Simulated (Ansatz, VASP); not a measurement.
Two plane-wave programs on Ga4Sb3As

INCAR

```
SYSTEM = Ga4Sb3As
  ALGO = Normal
  EDIFF = 1E-6
  EDIFFG = -0.01
  ENCUT = 600
  GGA = PE
  IBRION = 2
  ISIF = 3
  ISMEAR = 0
  LASPH = .True.
  LCHARG = .False.
  LREAL = .False.
  LWAVE = .False.
  NELM = 100
  NSW = 100
  PREC = Accurate
  SIGMA = 0.1
```

Contents of KPOINTS:

```
k-points
0
Gamma
  6 6 6
  0 0 0
```

Contents of POSCAR:

```
Ga4Sb3As
1.0
    6.0994021000      0.0000000000      0.0000000000
    0.0000000000      6.0994021000      0.0000000000
    0.0000000000      0.0000000000      6.0994021000
Ga Sb As
4 3 1
Direct
    0.7587980000      0.7587980000      0.7587980000
    0.7587980000      0.2412020000      0.2412020000
    0.2412020000      0.7587980000      0.2412020000
    0.2412020000      0.2412020000      0.7587980000
    0.5000000000      0.5000000000      0.0000000000
    0.5000000000      0.0000000000      0.5000000000
    0.0000000000      0.5000000000      0.5000000000
    0.0000000000      0.0000000000      0.0000000000
```

Input for Ansatz:

```yaml
crystal:
  lattice:
    - [6.0994021, 0.0, 0.0]
    - [0.0, 6.0994021, 0.0]
    - [0.0, 0.0, 6.0994021]
  atoms:
    - { symbol: Ga, position: [0.758798, 0.758798, 0.758798] }
    - { symbol: Ga, position: [0.758798, 0.241202, 0.241202] }
    - { symbol: Ga, position: [0.241202, 0.758798, 0.241202] }
    - { symbol: Ga, position: [0.241202, 0.241202, 0.758798] }
    - { symbol: Sb, position: [0.5, 0.5, 0.0] }
    - { symbol: Sb, position: [0.5, 0.0, 0.5] }
    - { symbol: Sb, position: [0.0, 0.5, 0.5] }
    - { symbol: As, position: [0.0, 0.0, 0.0] }
basis:
  ecutwfc: 420
kpoints:
  mp_grid: { grid: [6, 6, 6] }
hamiltonian:
  xc: pbe
scf:
  occupations: { method: gaussian, width: 0.1 }
output:
  forces: true
  stress: true
  eigenvalues: true
  write_density: true
  write_potential: true
  elf: true
  volumetric_format: npy
relax:
  adjacent_minimum: "off"
  f_tol: 0.01
  max_steps: 80
  cell: { stress_tol: 0.05 }
```

Alike in both runs: task relaxation of cell and atoms; functional PBE; k mesh 6 × 6 × 6; occupations gaussian, width 0.1 eV; no spin polarisation.

|  | VASP | Ansatz |
| --- | --- | --- |
| version | VASP 6.6.1 | Ansatz 0.2.0 |
| potentials or method | VASP PAW PBE potentials, release 64 (Ga_d, Sb, As), cutoff 600 eV | scalar-relativistic, plane waves, PAW |
| valence electrons in the cell | 72 | 112 |

|  | VASP | Ansatz | Ansatz less VASP |
| --- | --- | --- | --- |
| gap on the k mesh at the Fermi level, each at its own relaxed structure (eV) | none | none | - |
| relaxed volume (Å³/atom) | 28.43 | 28.36 | -0.067 |
| relaxed cell length with the largest relative difference (Å) | 6.104 | 6.099 | -0.0048 |

A gap of «none» marks a metal or a gap that the smearing closes. VASP's potentials hold 72 valence electrons a cell and Ansatz's 112, so a difference there can come from the potentials and not from the codes.

Neither program's run includes spin-orbit coupling.
